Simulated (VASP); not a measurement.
Crystal: CaO.

```
Ca O
1.0
     0.00000    2.39755    2.39755
     2.39755    0.00000    2.39755
     2.39755    2.39755    0.00000
Ca O
1 1
Cartesian
  0.0000 0.0000 0.0000
  2.3976 2.3976 2.3976
```

Base run:

* Program: VASP 6.6.1
* Functional: PBE0
* Potentials or basis: VASP PAW PBE potentials, release 64 (Ca_sv, O)
* Cutoff: 520 eV
* k mesh: 6 × 6 × 6
* Occupations: gaussian, width 0.01 eV
* Spin: no spin polarisation

Its results: band gap on the k mesh 6.05 eV, indirect (least direct gap 6.48 eV); pressure 0.8 GPa.

**Question.** After a change of settings the same cell gave: band gap on the k mesh 3.63 eV, indirect (least direct gap 4.01 eV); pressure 3.1 GPa. Which change was it?
A. functional from PBE0 to r2SCAN; further incar settings from ALGO = Normal; EDIFF = 1e-06; NBANDS = 15 to ALGO = Normal; EDIFF = 1e-07; NBANDS = 15
B. functional from PBE0 to HSE06; further incar settings from ALGO = Normal; EDIFF = 1e-06; NBANDS = 15 to ALGO = Normal; EDIFF = 1e-07; NBANDS = 15
C. functional from PBE0 to PBE; k mesh from 6 × 6 × 6 to 10 × 10 × 10

**Answer.** C.

Caveats: the PAW data sets were made with another functional, which shifts forces and pressure a little (some runs).
